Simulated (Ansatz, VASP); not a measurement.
## Two plane-wave programs on Al

```
Al
1.0
     2.74214    0.00000    0.00000
    -1.37107    2.37477    0.00000
     0.00000    0.00000    4.74518
Al
2
Direct
  0.66667 0.33333 0.75000
  0.33333 0.66667 0.25000
```

Change from the starting cell: strain -0.025 along x and y, -0.025 along z, atoms carried along.

Alike in both runs: task single point; functional r2SCAN; k mesh 18 × 18 × 10; occupations gaussian, width 0.15 eV; no spin polarisation.

```csv
,VASP,Ansatz
version,VASP 6.6.1,Ansatz 0.2.0
potentials or method,"VASP PAW PBE potentials, release 64 (Al), cutoff 520 eV","scalar-relativistic, plane waves, PAW"
valence electrons in the cell,6,6
```

Ansatz gave:

| Item | Value |
| --- | --- |
| gap on the k mesh at the Fermi level (eV) | none |
| pressure (GPa) | 3.8 |
| traceless stress, the component that is largest in VASP (GPa) | -2.90 |

**Question.** Estimate VASP's values.

**Answer.** gap on the k mesh at the Fermi level (eV): none; pressure (GPa): 3.4; traceless stress, the component that is largest in VASP (GPa): -2.90.

VASP's potentials were made for PBE, not for r2SCAN. A gap of «none» marks a metal or a gap that the smearing closes.
